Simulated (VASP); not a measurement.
Wanted: the native input for a VASP 6.6.1 run.

* Task: single point
* Functional: PBE
* Potentials or basis: VASP PAW PBE potentials, release 64 (In_d, Sb)
* Cutoff: 520 eV
* k mesh: 14 × 14 × 14
* Occupations: gaussian, width 0.15 eV
* Spin: no spin polarisation
* Dipole correction: no
* Further INCAR settings: ALGO = Normal; EDIFF = 1e-06; NBANDS = 16

The structure of InSb lies in POSCAR:

```
InSb
1.0
    0.0000000000      2.8858553109      4.0805994097
    2.8858553109      0.0000000000      4.0805994097
    2.8858553109      2.8858553109      0.0000000000
In Sb
1 1
Direct
    0.0000000000      0.0000000000      0.0000000000
    0.7500000000      0.7500000000      0.7500000000
```

This cell differs from its parent crystal: ratio of the length along z to the lengths across it x 1.414, volume and fractional coordinates fixed.

One way to write it, as run:

INCAR

```
SYSTEM = InSb
PREC = Accurate ; ENCUT = 520
EDIFF = 1E-6 ; ISMEAR = 0
SIGMA = 0.15 ; LREAL = .False.
LASPH = .True. ; NELM = 100
ALGO = Normal ; ISIF = 2
LWAVE = .False. ; LCHARG = .False.
GGA = PE ; NBANDS = 16
```

KPOINTS

```
regular mesh
0
Gamma
  14 14 14
  0 0 0
```

Potentials or basis: VASP PAW PBE potentials, release 64 (In_d, Sb).

The run is started by

```sh
$ cat potpaw_PBE.64/In_d/POTCAR potpaw_PBE.64/Sb/POTCAR > POTCAR
$ mpirun -np 1 vasp_std > vasp.out
```

Results of the run:

The pressure is 2.2 GPa and the band gap on the k mesh is zero (bands 9 and 10 overlap by 0.55 eV).

Caveat: semilocal functionals underestimate gaps, so a narrow gap can read as zero; spin-orbit coupling is left out, which moves the levels of the heavy elements.

It took 100 s on 1 thread of Intel(R) Xeon(R) Platinum 8559C (Emerald Rapids) (shared host), peak memory 0.43 GiB.
